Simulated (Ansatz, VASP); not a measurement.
## One calculation of HfN, two programs

File INCAR:

```
SYSTEM = HfN
  ALGO = Normal
  EDIFF = 1E-7
  ENCUT = 520
  ISIF = 2
  ISMEAR = -1
  LASPH = .True.
  LCHARG = .True.
  LELF = .True.
  LREAL = .False.
  LVHAR = .True.
  LWAVE = .False.
  NBANDS = 14
  NELM = 60
  PREC = Accurate
  SIGMA = 0.05
```

File KPOINTS:

```
k-points
0
Gamma
  9 9 9
  0 0 0
```

The input POSCAR:

```
HfN
1.0
    0.0000000000      2.4548220000      2.4548220000
    2.4548220000      0.0000000000      2.4548220000
    2.4548220000      2.4548220000      0.0000000000
Hf N
1 1
Direct
    0.0000000000      0.0000000000      0.0000000000
    0.2500000000      0.2500000000      0.2500000000
```

File input.yaml:

```yaml
crystal:
  lattice:
    - [0.0, 2.454822, 2.454822]
    - [2.454822, 0.0, 2.454822]
    - [2.454822, 2.454822, 0.0]
  atoms:
    - { symbol: Hf, position: [0.0, 0.0, 0.0] }
    - { symbol: "N", position: [0.25, 0.25, 0.25] }
kpoints:
  mp_grid: { grid: [9, 9, 9] }
  band_path:
    path:
      - [0.0, 0.0, 0.0]
      - [0.5, 0.0, 0.5]
      - [0.5, 0.25, 0.75]
      - [0.375, 0.375, 0.75]
      - [0.0, 0.0, 0.0]
      - [0.5, 0.5, 0.5]
      - [0.625, 0.25, 0.625]
      - [0.5, 0.25, 0.75]
    npoints: 8
scf:
  occupations: { method: fermi_dirac, width: 0.05 }
hamiltonian:
  xc: lda
  pseudopotentials: { kind: all_electron, lapw: { basis_error: 0.001 } }
output:
  forces: true
  stress: true
  eigenvalues: true
```

Alike in both runs: functional LDA; k mesh 9 × 9 × 9; occupations fermi-dirac, width 0.05 eV; no spin polarisation.

|  | VASP | Ansatz |
| --- | --- | --- |
| version | VASP 6.6.1 | Ansatz 0.2.0 |
| potentials or method | VASP PAW LDA potentials, release 64 (Hf_pv, N), cutoff 520 eV | all-electron LAPW, scalar-relativistic |
| task | single point | band structure |

Ansatz gave:

```
gap on the k mesh at the Fermi level (eV) : none
pressure (GPa)                            : -9.6
```

**Question.** What did VASP give for the same quantities?

**Answer.** gap on the k mesh at the Fermi level (eV): none; pressure (GPa): -10.0.

LDA's correlation is that of Perdew and Zunger in VASP and of Perdew and Wang (1992) in Ansatz. A gap of «none» marks a metal or a gap that the smearing closes. Ansatz ran all-electron here, and VASP with PAW potentials.

Neither program's run includes spin-orbit coupling.
